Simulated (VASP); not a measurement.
Au, 1 atom in the cell. The structure is cubic, space group Pm-3m (No. 221). The conventional cell has a = 2.250 Å, b = 2.250 Å, c = 2.250 Å, α = 90.00°, β = 90.00°, γ = 90.00°. Au (site symmetry m-3m) has 6 Au at 2.25 Å within 3.0 Å.  This cell differs from its parent crystal: volume scaled by 0.6.

* Program: VASP 6.6.1
* Task: single point
* Functional: LDA
* Potentials or basis: VASP PAW LDA potentials, release 64 (Au)
* Cutoff: 520 eV
* k mesh: 14 × 14 × 14
* Occupations: fermi-dirac, width 0.05 eV
* Spin: no spin polarisation
* Dipole correction: no
* Further INCAR settings: ALGO = Normal; EDIFF = 1e-06; NBANDS = 12

Potentials or basis: VASP PAW LDA potentials, release 64 (Au).

Command:

```console
$ cat potpaw_LDA.64/Au/POTCAR > POTCAR
$ mpirun -np 1 vasp_std > vasp.out
```

Hardware: 1 thread of Intel(R) Xeon(R) 6975P-C (Granite Rapids) (shared host).

Problem. How long does it take, and how much memory?

Solution. Wall time 5.1 s on 1 thread of Intel(R) Xeon(R) 6975P-C (Granite Rapids) (shared host), peak memory 0.12 GiB. Counts: scf iterations 11, k points 120.
